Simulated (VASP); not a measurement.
# LiF (C2) in VASP: single point with PBE

Aim: the single point of LiF with PBE.

Everything below comes from runs of VASP 6.6.1. Logs are shortened: lines on timing, memory, paths and dates and some standing lists are left out, and cuts for length are marked.

## Step 1: The cell of the first run

The typed cell holds 6 atoms: a = 4.057 Å, b = 2.878 Å, c = 6.435 Å, α = 77.19°, β = 108.33°, γ = 134.81°.

The cell was generated, and may not be a known phase.

## Step 2: Single point, PBE

INCAR reads:

```
  ALGO = Normal
  EDIFF = 1E-7
  ENCUT = 520
  GGA = PE
  ISIF = 2
  ISMEAR = 0
  LASPH = T
  LCHARG = F
  LREAL = F
  LWAVE = F
  NBANDS = 24
  NELM = 80
  PREC = Accurate
  SIGMA = 0.1
```

KPOINTS reads:

```
k-points
0
Gamma
  6 6 4
```

POSCAR reads:

```
LiF
1.0
    4.0010559172     -0.0000010026     -0.6707107459
   -2.0005288209      2.0421417130      0.3353538838
   -0.9861188853     -0.0000025265      6.3593315953
Li F
3 3
Direct
    0.2500973788      0.5001920883      0.6208720406
    0.5832617461      0.4998536970      0.2875332101
    0.9165922111      0.4998552432      0.9542017991
    0.0833368385      0.4999910023      0.2875446918
    0.4166588266      0.4999939687     -0.0458022552
    0.7500529889      0.5001140105      0.6208613735
```

Potentials or basis: VASP PAW PBE potentials, release 64 (Li_sv, F).

Command:

```
cat potpaw_PBE.64/Li_sv/POTCAR potpaw_PBE.64/F/POTCAR > POTCAR
mpirun -np 1 vasp_std > vasp.out
```

OUTCAR:

```text
EDIFF = 1E-7
   ENCUT = 520
   GGA = PE
   ISIF = 2
   ISMEAR = 0
   LASPH = T
   LREAL = F
   NELM = 80
   PREC = Accurate

 ion  position               nearest neighbor table
   1  0.250  0.500  0.621-   6 2.03   6 2.03   5 2.04   4 2.04   6 2.04   6 2.04
   2  0.583  0.500  0.288-   4 2.03   4 2.03   6 2.04   5 2.04   4 2.04   4 2.04
   3  0.917  0.500  0.954-   5 2.03   5 2.03   6 2.04   4 2.04   5 2.04   5 2.04
   4  0.083  0.500  0.288-   2 2.03   2 2.03   1 2.04   3 2.04   2 2.04   2 2.04
   5  0.417  0.500  0.954-   3 2.03   3 2.03   1 2.04   2 2.04   3 2.04   3 2.04
   6  0.750  0.500  0.621-   1 2.03   1 2.03   2 2.04   3 2.04   1 2.04   1 2.04

  LATTYP: Found a base centered monoclinic cell.
 ALAT       =     4.0568832072
 B/A-ratio  =     1.0067537602
 C/A-ratio  =     1.5862754898
 COS(beta)  =    -0.3145004414

  Lattice vectors:

 A1 = (   2.0005288209,  -2.0421417130,  -0.3353538838)
 A2 = (   2.0005270963,   2.0421407104,  -0.3353568621)
 A3 = (  -0.9861188853,  -0.0000025265,   6.3593315953)

Analysis of symmetry for initial positions (statically):
=====================================================================
 Subroutine PRICEL returns:
 Original cell was already a primitive cell.

 Routine SETGRP: Setting up the symmetry group for a
 base centered monoclinic supercell.

 Subroutine GETGRP returns: Found  1 space group operations
 (whereof  1 operations were pure point group operations)
 out of a pool of  4 trial point group operations.

The static configuration has the point symmetry C_1 .

Analysis of symmetry for dynamics (positions and initial velocities):
=====================================================================
 Subroutine PRICEL returns:
 Original cell was already a primitive cell.

 Routine SETGRP: Setting up the symmetry group for a
 base centered monoclinic supercell.

 Subroutine GETGRP returns: Found  1 space group operations
 (whereof  1 operations were pure point group operations)
 out of a pool of  4 trial point group operations.

The dynamic configuration has the point symmetry C_1 .

 Subroutine INISYM returns: Found  1 space group operations
 (whereof  1 operations are pure point group operations),
 and found     1 'primitive' translations

----------------------------------------------------------------------------------------

                                     Primitive cell

  volume of cell :      50.6097

  direct lattice vectors                    reciprocal lattice vectors
     4.001055917 -0.000001003 -0.670710746     0.256604356  0.244841188  0.039790820
    -2.000528821  2.042141713  0.335353884     0.000000159  0.489682101  0.000000219
    -0.986118885 -0.000002526  6.359331595     0.027063732  0.000000129  0.161445907

  length of vectors
     4.056883207  2.878353795  6.435334397     0.356898182  0.489682101  0.163698584

  position of ions in fractional coordinates (direct lattice)
     0.250097379  0.500192088  0.620872041
     0.583261746  0.499853697  0.287533210
     0.916592211  0.499855243  0.954201799
     0.083336839  0.499991002  0.287544692
     0.416658827  0.499993969  0.954197745
     0.750052989  0.500114010  0.620861373

  ion indices of the primitive-cell ions
   primitive index   ion index
                 1           1
                 2           2
                 3           3
                 4           4
                 5           5
                 6           6

----------------------------------------------------------------------------------------

 KPOINTS: k-points

Automatic generation of k-mesh.
 Grid dimensions read from file:
 generate k-points for:    6    6    4

 Generating k-lattice:

  Cartesian coordinates                     Fractional coordinates (reciprocal lattice)
     0.042767393  0.040806865  0.006631803     0.166666667 -0.000000000 -0.000000000
     0.000000027  0.081613684  0.000000037    -0.000000000  0.166666667 -0.000000000
     0.006765933  0.000000032  0.040361477    -0.000000000  0.000000000  0.250000000

  Length of vectors
     0.059483030  0.081613684  0.040924646

  Shift w.r.t. Gamma in fractional coordinates (k-lattice)
     0.000000000  0.000000000  0.000000000

 Subroutine IBZKPT returns following result:
 ===========================================

 Found     76 irreducible k-points:

 Following reciprocal coordinates:
            Coordinates               Weight
  0.000000  0.000000  0.000000      1.000000
  0.166667  0.000000  0.000000      2.000000
 -0.166667  0.166667  0.000000      2.000000
  0.333333  0.000000  0.000000      2.000000
 -0.333333  0.333333  0.000000      2.000000
  0.500000  0.000000  0.000000      1.000000
[... 16 lines left out ...]
 -0.166667  0.166667 -0.250000      2.000000
  0.333333  0.000000  0.250000      2.000000
 [... further k-points ...]
   k-points           NKPTS =     76   k-points in BZ     NKDIM =     76   number of bands    NBANDS=     24
   number of dos      NEDOS =    301   number of ions     NIONS =      6
   total plane-waves  NPLWV =  34560
   dimension x,y,z NGX =    30 NGY =   24 NGZ =   48
   dimension x,y,z NGXF=    60 NGYF=   48 NGZF=   96
   ions per type =               3   3
   NGX,Y,Z   is equivalent  to a cutoff of  12.29, 13.86, 12.40 a.u.
   NGXF,Y,Z  is equivalent  to a cutoff of  24.59, 27.72, 24.80 a.u.
 SYSTEM =  unknown system
   PREC   = accura    normal or accurate (medium, high low for compatibility)
   ISTART =      0    job   : 0-new  1-cont  2-samecut
   ICHARG =      2    charge: 1-file 2-atom 10-const
   ISPIN  =      1    spin polarized calculation?
   LNONCOLLINEAR =      F non collinear calculations
   LSORBIT =      F    spin-orbit coupling
   LASPH  =      T    aspherical Exc in radial PAW
   ENCUT  =  520.0 eV  38.22 Ry    6.18 a.u.   7.54  5.35 11.97*2*pi/ulx,y,z
   NELM   =     80;   NELMIN=  2; NELMDL= -5     # of ELM steps
   EDIFF  = 0.1E-06   stopping-criterion for ELM
   LREAL  =      F    real-space projection
   EDIFFG = 0.1E-05   stopping-criterion for IOM
   NSW    =      0    number of steps for IOM
   IBRION =     -1    ionic relax: 0-MD 1-quasi-New 2-CG
   NFREE  =      0    steps in history (QN), initial steepest desc. (CG)
   ISIF   =      2    stress and relaxation
   ISYM   =      2    0-nonsym 1-usesym 2-fastsym
   POTIM  = 0.5000    time-step for ionic-motion
   TEBEG  =    0.0;   TEEND  =   0.0 temperature during run
   PSTRESS=    0.0 pullay stress
   NELECT =      30.0000    total number of electrons
   NUPDOWN=      -1.0000    fix difference up-down
   EMIN   =  10.00;   EMAX   =-10.00  energy-range for DOS
   EFERMI =   0.00;   METHOD = LEGACY
   ISMEAR =     0;   SIGMA  =   0.10  broadening in eV -4-tet -1-fermi 0-gaus
   EFERMI_NEDOS =   21; number of points for ismear=-14 and -15
   IALGO  =     38    algorithm
   IMIX   =      4    mixing-type and parameters
     AMIX     =   0.40;   BMIX     =  1.00
     AMIX_MAG =   1.60;   BMIX_MAG =  1.00
  volume/ion in A,a.u.               =       8.43        56.92
  Fermi-wavevector in a.u.,A,eV,Ry     =   1.375216  2.598781 25.731583  1.891218
  Thomas-Fermi vector in A             =   2.500572
   LORBIT       =      0    0 simple, 1 ext, 2 COOP (PROOUT), +10 PAW based schemes
   GGA     = PE    functional components
   LHFCALC =     F    Hartree Fock is set to
   AEXX    =    0.0000 exact exchange contribution
   IVDW    =     0    specifies the selected vdW correction
   LEPSILON=     F    determine dielectric tensor
   LRPA    =     F    only Hartree local field effects (RPA)
 non-spin polarized calculation
 Gauss-broadening in eV      SIGMA  =   0.10
  energy-cutoff  :      520.00
  volume of cell :       50.61
 maximum number of plane-waves:      1383
   NGX = 15   NGY = 11   NGZ = 23

 number of electron      29.9999967 magnetization

 Free energy of the ion-electron system (eV)
  ---------------------------------------------------
  ext. energy  EPLUGINS =         0.00000000
  ---------------------------------------------------
  free energy    TOTEN  =       -28.92244780 eV

  energy without entropy =      -28.92244780  energy(sigma->0) =      -28.92244780

 E-fermi :  -0.7676     XC(G=0):  -9.8274

 val. band max:       -1.2009120110   @ k =   0.0000   0.0000   0.0000
 cond. band min:       7.6003543823   @ k =   0.0000   0.0000   0.0000
 fundamental gap:      8.8012663932
 Fermi energy:        -0.7675988618

 k-point     1 :       0.0000    0.0000    0.0000
  band No.  band energies     occupation
      1     -42.2029      2.00000
      2     -42.1541      2.00000
      3     -42.1538      2.00000
      4     -21.0961      2.00000
      5     -20.6362      2.00000
      6     -20.6358      2.00000
[... 16 lines left out ...]
     23      18.7209      0.00000
     24      18.7353      0.00000

 k-point     2 :       0.1667    0.0000    0.0000
  band No.  band energies     occupation
      1     -42.1937      2.00000
      2     -42.1560      2.00000
      3     -42.1479      2.00000
      4     -21.0256      2.00000
      5     -20.6767      2.00000
      6     -20.5816      2.00000
[... 16 lines left out ...]
     23      18.3922      0.00000
     24      18.4649      0.00000

 k-point     3 :      -0.1667    0.1667    0.0000
  band No.  band energies     occupation
      1     -42.1937      2.00000
      2     -42.1560      2.00000
      3     -42.1479      2.00000
      4     -21.0256      2.00000
      5     -20.6767      2.00000
      6     -20.5816      2.00000
[... 16 lines left out ...]
     23      18.3922      0.00000
     24      18.4649      0.00000
[... 514 lines left out ...]
 k-point    23 :      -0.1667    0.1667   -0.2500
  band No.  band energies     occupation
      1     -42.1873      2.00000
      2     -42.1702      2.00000
      3     -42.1401      2.00000
      4     -20.9759      2.00000
      5     -20.8256      2.00000
      6     -20.4801      2.00000
[... 16 lines left out ...]
     23      18.3789      0.00000
     24      18.4201      0.00000

 k-point    24 :       0.3333    0.0000    0.2500
  band No.  band energies     occupation
      1     -42.1672      2.00000
      2     -42.1620      2.00000
      3     -42.1415      2.00000
      4     -20.8139      2.00000
      5     -20.7704      2.00000
      6     -20.5262      2.00000
[... 16 lines left out ...]
     23      17.9130      0.00000
     24      17.9605      0.00000

 [... further k-points ...]

------------------------ aborting loop because EDIFF is reached ----------------------------------------

  FORCE on cell =-STRESS in cart. coord.  units (eV):
  Direction    XX          YY          ZZ          XY          YZ          ZX
  --------------------------------------------------------------------------------------
  -------------------------------------------------------------------------------------
  Total       -0.1259667     -0.2545572     -0.1919422      0.0002598     -0.0001340     -0.0261338
  in kB       -3.9877974     -8.0586575     -6.0764181      0.0082260     -0.0042431     -0.8273332
  external PRESSURE =      -6.0409577 kB  Pullay stress =       0.0000000 kB

 VOLUME and BASIS-vectors are now :
 -----------------------------------------------------------------------------
  energy-cutoff  :      520.00
  volume of cell :       50.61
      direct lattice vectors                 reciprocal lattice vectors
     4.001055917 -0.000001003 -0.670710746     0.256604356  0.244841188  0.039790820
    -2.000528821  2.042141713  0.335353884     0.000000159  0.489682101  0.000000219
    -0.986118885 -0.000002526  6.359331595     0.027063732  0.000000129  0.161445907

 POSITION                                       TOTAL-FORCE (eV/Angst)
 -----------------------------------------------------------------------------------
     -0.61225      1.02146      3.94833        -0.000105     -0.000666     -0.000233
      1.05015      1.02077      1.60495        -0.000023      0.000618      0.000226
      1.72641      1.02077      5.62095        -0.000047      0.000615     -0.000069
     -0.95036      1.02105      1.94037        -0.000067     -0.000032     -0.000504
     -0.27413      1.02106      5.95628         0.000123     -0.000050      0.000182
      1.38827      1.02130      3.61291         0.000119     -0.000485      0.000398
 -----------------------------------------------------------------------------------
    total drift:                                0.000848      0.000144      0.002671

  FREE ENERGIE OF THE ION-ELECTRON SYSTEM (eV)
  ---------------------------------------------------
  free  energy   TOTEN  =       -28.9224477972 eV

  energy  without entropy=      -28.9224477972  energy(sigma->0) =      -28.92244780
```

Wall time 45 s (1 thread of Intel Xeon 6975P-C (Granite Rapids), shared host); peak memory 0.21 GiB.

What came out:

| Item | Value |
| --- | --- |
| Free energy | -28.9224 eV |
| Band gap on the k mesh | 8.80 eV |

Caveat: the cutoff is under 1.25 times the usual one of these potentials, so pressure, stress and relaxed cells hold a basis-set (Pulay) error. A k mesh can miss the band edges.
